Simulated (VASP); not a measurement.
A run of VASP 6.6.1 is set up as follows.

The input INCAR:

```
PREC     = Accurate       # precision mode
ENCUT    = 520            # plane-wave cutoff, eV
EDIFF    = 1E-6           # SCF threshold, eV
ISMEAR   = 0              # smearing method
SIGMA    = 0.05           # smearing width, eV
LREAL    = False          # projectors in reciprocal space
LASPH    = True           # aspherical terms in the spheres
NELM     = 100            # most SCF steps
ALGO     = Normal         # electronic algorithm
ISIF     = 2              # what is computed and relaxed
LWAVE    = False          # write WAVECAR
LCHARG   = False          # write CHGCAR
GGA      = PE             # functional
NBANDS   = 28             # bands
```

Contents of KPOINTS:

```
regular mesh
0
Gamma
  8 8 8
```

File POSCAR:

```
SrTiO3
1.0
    3.9364094381      0.0000000000      0.0000000000
    0.0000000000      3.9364094381      0.0000000000
    0.0000000000      0.0000000000      3.9364094381
Sr Ti O
1 1 3
Direct
   -0.0205634587      0.0000000000      0.0000000000
    0.5453998628      0.5000000000      0.5000000000
   -0.0142234243      0.5000000000      0.5000000000
    0.4955052061      0.0000000000      0.5000000000
    0.4955052061      0.5000000000      0.0000000000
```

Potentials or basis: VASP PAW PBE potentials, release 64 (Sr_sv, Ti_sv, O).

Command:

```bash
$ cat potpaw_PBE.64/Sr_sv/POTCAR potpaw_PBE.64/Ti_sv/POTCAR potpaw_PBE.64/O/POTCAR > POTCAR
$ mpirun -np 1 vasp_std > vasp.out
```

Problem. Estimate the largest force.

Solution. 2.467 eV/Å.

Problem. What does it give for the band gap on the k mesh?

Solution. 1.88 eV, indirect (least direct gap 2.52 eV).

Forces on the atoms (eV/Å):
```
Sr   0.732  0.000  0.000
Ti  -2.467  0.000  0.000
O    1.695  0.000  0.000
O    0.020  0.000  0.000
O    0.020  0.000  0.000
```

Caveat: the cell differs from its parent crystal (mode 1 frozen in at -0.096 Å and mode 7 at -0.115 Å (largest displacements)); forces of over 1 eV/Å act on the atoms, so gaps and moduli don't describe the material at rest. A k mesh can miss the band edges.
